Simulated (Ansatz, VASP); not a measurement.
# NbPdSe3 in VASP and in Ansatz

The input INCAR:

```
PREC = Accurate
ENCUT = 520
EDIFF = 1E-7
ISMEAR = 0
SIGMA = 0.1
LREAL = False
LASPH = True
NELM = 60
ALGO = Normal
ISIF = 2
LWAVE = False
LCHARG = True
LELF = True
LVHAR = True
NBANDS = 28
```

Contents of KPOINTS:

```
Automatic mesh
0
Gamma
  8 8 6
```

The input POSCAR:

```
NbPdSe3
1.0
    4.7649823899      0.0000000000      0.0000000000
    0.0000000000      4.7649823899      0.0000000000
    0.0000000000      0.0000000000      6.8349915662
Nb Pd Se
1 1 3
Direct
    0.0000000000      0.0000000000      0.7137544712
    0.5000000000      0.5000000000      0.6889209800
    0.0000000000      0.5000000000      0.5555395263
    0.0000000000      0.0000000000      0.0479364663
    0.5000000000      0.0000000000      0.5555395263
```

Input for Ansatz:

```yaml
crystal:
  lattice:
    - [4.7649823899, 0.0, 0.0]
    - [0.0, 4.7649823899, 0.0]
    - [0.0, 0.0, 6.8349915662]
  atoms:
    - { symbol: Nb, position: [0.0, 0.0, 0.7137544712] }
    - { symbol: Pd, position: [0.5, 0.5, 0.68892098] }
    - { symbol: Se, position: [0.0, 0.5, 0.5555395263] }
    - { symbol: Se, position: [0.0, 0.0, 0.0479364663] }
    - { symbol: Se, position: [0.5, 0.0, 0.5555395263] }
basis:
  ecutwfc: 420
kpoints:
  mp_grid: { grid: [8, 8, 6] }
  band_path:
    path:
      - [[0.0, 0.0, 0.0], [0.0, 0.5, 0.0], [0.5, 0.5, 0.0], [0.0, 0.0, 0.0], [0.0, 0.0, 0.5], [0.0, 0.5, 0.5], [0.5, 0.5, 0.5], [0.0, 0.0, 0.5]]
      - [[0.0, 0.5, 0.0], [0.0, 0.5, 0.5]]
      - [[0.5, 0.5, 0.0], [0.5, 0.5, 0.5]]
    npoints: 14
hamiltonian:
  xc: lda
scf:
  occupations: { method: gaussian, width: 0.1 }
  n_extra_bands: 12
output:
  forces: true
  stress: true
  eigenvalues: true
  populations: true
  dos: { projected: true, de: 0.02, nscf_kmesh: { grid: [10, 10, 8] } }
  bader: true
  write_density: true
  write_potential: true
  elf: true
  volumetric_format: npy
```

Alike in both runs: task single point; functional LDA; k mesh 8 × 8 × 6; occupations gaussian, width 0.1 eV; no spin polarisation.

|  | VASP | Ansatz |
| --- | --- | --- |
| version | VASP 6.6.1 | Ansatz 0.2.0 |
| potentials or method | VASP PAW LDA potentials, release 64 (Nb_sv, Pd, Se), cutoff 520 eV | scalar-relativistic, plane waves, PAW |
| valence electrons in the cell | 41 | 79 |

Ansatz gave:

* gap on the k mesh at the Fermi level (eV): none
* pressure (GPa): -4.1
* traceless stress, the component that is largest in VASP (GPa): 0.86
* rms of the force components (eV/Å): 0.236

Task: What did VASP give for the same quantities?

Result: gap on the k mesh at the Fermi level (eV): none; pressure (GPa): -4.0; traceless stress, the component that is largest in VASP (GPa): 0.84; rms of the force components (eV/Å): 0.221.

LDA's correlation is that of Perdew and Zunger in VASP and of Perdew and Wang (1992) in Ansatz. Atom by atom the forces differ by 0.016 eV/Å (rms over components). A gap of «none» marks a metal or a gap that the smearing closes. VASP's potentials hold 41 valence electrons a cell and Ansatz's 79, so a difference there can come from the potentials and not from the codes.
